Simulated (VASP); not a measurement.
Input of a VASP 6.6.1 run:

Contents of INCAR:

```
PREC = Accurate
ENCUT = 520
EDIFF = 1E-6
ISMEAR = -1
SIGMA = 0.2482
LREAL = Auto
LASPH = T
NELM = 120
ALGO = Normal
ISIF = 2
LWAVE = F
LCHARG = F
GGA = PE
NBANDS = 43
ISYM = -1
GGA_COMPAT = F
```

KPOINTS

```
explicit points
1
Reciprocal
  0.25000000   0.25000000   0.25000000 1
```

POSCAR

```
Si4C11
1.0
    5.5684850000      0.1677970000      0.0711490000
    0.1677970000      5.4749150000     -0.0943290000
    0.0711490000     -0.0943290000      5.5837510000
C Si
11 4
Direct
    0.0240877407      0.8185711796      0.8536450107
    0.3523507428      0.3186890262      0.6558505589
    0.6982398912      0.8680992952      0.4745137934
    0.6889001553      0.6226631934      0.0061533258
    0.8307056762      0.6556657790      0.7928031567
    0.5093502815      1.0123412704      0.3576827435
    0.1312421810      0.9775662805      1.0464686014
    0.7117906835      0.5957682300      0.5153850926
    0.4848496138      0.5745561727     -0.0845072167
    0.4495875676      0.5544796791      0.6256777582
    0.3483587507      0.1344425607      0.5043003271
    0.1260783561      0.2293962777      0.8546649685
    0.3726014978      0.8205978870      0.1403714016
    0.9264018510      0.4884258431      0.2230642369
   -0.0288240572     -0.0241478023      0.5806723768
```

Potentials or basis: VASP PAW PBE potentials, release 64 (C, Si).

Command:

```console
$ cat potpaw_PBE.64/C/POTCAR potpaw_PBE.64/Si/POTCAR > POTCAR
$ mpirun -np 1 vasp_std > vasp.out
```

Predict the pressure.

13.0 GPa.

Estimate the largest force.

6.571 eV/Å.

Forces on the atoms (eV/Å):
```
C   -1.439 -1.248 -0.275
C    0.663  4.072 -0.996
C    0.420  0.936 -0.902
C    4.518 -1.200  0.299
C    4.032  0.944  0.072
C    2.084 -3.639 -0.977
C   -3.366 -0.876 -2.940
C   -1.509  0.954  3.392
C   -6.225  0.802 -1.947
C    2.547 -2.245  3.410
C   -0.997 -0.456 -1.104
Si  -2.063  2.212  1.276
Si   1.006 -3.263  1.113
Si  -0.676  0.779  1.202
Si   1.006  2.226 -1.624
```

Caveat: the atoms stand as in a frame of molecular dynamics.
